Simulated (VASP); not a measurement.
Here is a VASP 6.6.1 calculation.

POSCAR

```
WSe2
1.0
    6.6618330000      0.0000000000      0.0000000000
   -3.3309170000      5.7693170000      0.0000000000
    0.0000000000      0.0000000000      6.5498200000
W Se
4 8
Direct
   -0.0024689092     -0.0020749423      0.0030411523
   -0.0033191158      0.4964613662     -0.0030819168
    0.4979577485     -0.0004619264      0.0017655447
    0.5058211210      0.5013144537      0.0024696862
    0.1718053374      0.3405390967      0.2504632188
    0.3294208067      0.1629882705      0.7444456489
    0.1609704051      0.8399032329      0.2512065980
    0.3415984042      0.6787579882      0.7436453216
    0.6692883200      0.3310256656      0.2578150239
    0.8314199542      0.1645120211      0.7359980885
    0.6676201913      0.8434903126      0.2596816401
    0.8322392302      0.6625829366      0.7403916444
```

File INCAR.step1:

```
PREC = Accurate ; ENCUT = 520
ISMEAR = -1 ; SIGMA = 0.026
LREAL = F ; LASPH = T
NELM = 60 ; NBANDS = 64
GGA = PE ; ALGO = Normal
EDIFF = 1E-4 ; LWAVE = T
LCHARG = F
```

Contents of INCAR.step2:

```
PREC = Accurate ; ENCUT = 520
EDIFF = 1E-6 ; ISMEAR = -1
SIGMA = 0.026 ; LREAL = F
LASPH = T ; NELM = 60
ALGO = Normal ; ISIF = 2
LWAVE = F ; LCHARG = F
METAGGA = R2SCAN ; LMIXTAU = T
NBANDS = 64 ; ISTART = 1
```

Contents of KPOINTS:

```
Automatic mesh
0
Gamma
  3 3 2
```

Potentials or basis: VASP PAW PBE potentials, release 64 (W_sv, Se).

Launch:

```sh
$ cat potpaw_PBE.64/W_sv/POTCAR potpaw_PBE.64/Se/POTCAR > POTCAR
$ cp INCAR.step1 INCAR
$ mpirun -np 1 vasp_std > vasp.out
$ cp INCAR.step2 INCAR
$ mpirun -np 1 vasp_std > vasp.out
```

Task: What does it give for the largest force?

Result: 1.022 eV/Å.

Task: Predict the band gap on the k mesh.

Result: Zero (bands 52 and 53 overlap by 0.47 eV).

Task: Estimate the pressure.

Result: 0.1 GPa.

Stress tensor (GPa, compression positive):
```
 0.70 -0.22  0.58
-0.22 -0.18 -0.87
 0.58 -0.87 -0.10
```

Caveat: the k points lie up to 0.48 Å⁻¹ apart; the atoms stand as in a frame of molecular dynamics; the PAW data sets were made with another functional, which shifts forces and pressure a little; spin-orbit coupling is left out, which moves the levels of the heavy elements.
